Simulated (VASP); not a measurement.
**TaC: single point with PBE**

TaC:

```
CELL_PARAMETERS angstrom
3.14380 0.00000 0.00000
1.57190 2.72261 0.00000
1.57190 0.90754 2.56690
ATOMIC_POSITIONS crystal
Ta 0.00000 0.00000 0.00000
C 0.50000 0.50000 0.50000
```

```yaml
Program: VASP 6.6.1
Task: single point
Functional: PBE
Potentials_or_basis: VASP PAW PBE potentials, release 64 (Ta_pv, C)
Cutoff: 600 eV
k_mesh: 4 × 4 × 4
Occupations: fermi-dirac, width 0.1 eV
Spin: no spin polarisation
```

```yaml
Pressure: 8.6 GPa
```

Levels at points of the mesh, in eV from the Fermi level:
| k point | band 5 | band 6 | band 7 | band 8 | band 9 | band 10 |
| --- | --- | --- | --- | --- | --- | --- |
| (0.00, 0.00, 0.00) | -1.10 | -1.10 | -1.10 | -0.13 | -0.13 | -0.13 |
| (0.50, 0.00, 0.00) | -8.49 | -5.22 | -5.22 | 2.98 | 2.98 | 4.00 |
| (0.50, 0.50, 0.00) | -4.33 | -4.32 | -1.44 | -1.44 | 2.87 | 4.35 |

It took 14 s on 1 thread of Intel Xeon 8259CL (shared host), peak memory 0.16 GiB.

Caveat: the k points lie up to 0.61 Å⁻¹ apart; spin-orbit coupling is left out, which moves the levels of the heavy elements.
